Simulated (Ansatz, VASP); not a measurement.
## TaN: VASP beside Ansatz

INCAR

```
PREC = Accurate ; ENCUT = 700
EDIFF = 1E-6 ; ISMEAR = -1
SIGMA = 0.1 ; LREAL = False
LASPH = True ; NELM = 120
ALGO = Normal ; ISIF = 2
LWAVE = False ; LCHARG = False
NBANDS = 36 ; GGA_COMPAT = False
```

File KPOINTS:

```
Automatic mesh
0
Gamma
  4 4 6
```

POSCAR

```
TaN
1.0
    2.6032410000      4.5089440000      0.0000000000
   -2.6032410000      4.5089440000      0.0000000000
    0.0000000000      0.0000000000      2.9200480000
Ta N
3 3
Direct
    0.0000000000      0.0000000000      0.0000000000
    0.3333000000      0.3334000000      0.5000000000
    0.6666000000      0.6667000000      0.5000000000
    0.5000000000      0.5000000000      0.0000000000
    0.5000000000      0.0000000000      0.0000000000
    0.0000000000      0.5000000000      0.0000000000
```

Input for Ansatz:

```yaml
crystal:
  lattice:
    - [2.603241, 4.508944, 0.0]
    - [-2.603241, 4.508944, 0.0]
    - [0.0, 0.0, 2.920048]
  atoms:
    - { symbol: Ta, position: [0.0, 0.0, 0.0] }
    - { symbol: "N", position: [0.5, 0.5, 0.0] }
    - { symbol: "N", position: [0.5, 0.0, 0.0] }
    - { symbol: "N", position: [0.0, 0.5, 0.0] }
    - { symbol: Ta, position: [0.3333, 0.3334, 0.5] }
    - { symbol: Ta, position: [0.6666, 0.6667, 0.5] }
  symmetry: { tolerance: 0.0003 }
kpoints:
  mp_grid: { grid: [4, 4, 6], shift: [0, 0, 0] }
magnetization:
  spin_polarized: false
scf:
  occupations: { method: fermi_dirac }
hamiltonian:
  pseudopotentials: { kind: paw }
  xc: lda
basis:
  ecutwfc: 420
output:
  forces: true
  stress: true
  eigenvalues: true
```

Alike in both runs: task single point; functional LDA; k mesh 4 × 4 × 6; no spin polarisation.

```csv
,VASP,Ansatz
version,VASP 6.6.1,Ansatz 0.2.0
potentials or method,"VASP PAW LDA potentials, release 64 (Ta_sv_GW, N), cutoff 700 eV",PAW plane waves
occupations,"fermi-dirac, width 0.1 eV",fermi-dirac
valence electrons in the cell,54,54
```

```csv
,VASP,Ansatz,Ansatz less VASP
gap on the k mesh at the Fermi level (eV),none,none,-
pressure (GPa),-7.3,-8.1,-0.89
```

LDA's correlation is that of Perdew and Zunger in VASP and of Perdew and Wang (1992) in Ansatz. A gap of «none» marks a metal or a gap that the smearing closes. Ansatz's warnings: structure snapped to symmetry.

Spin-orbit coupling is off throughout.
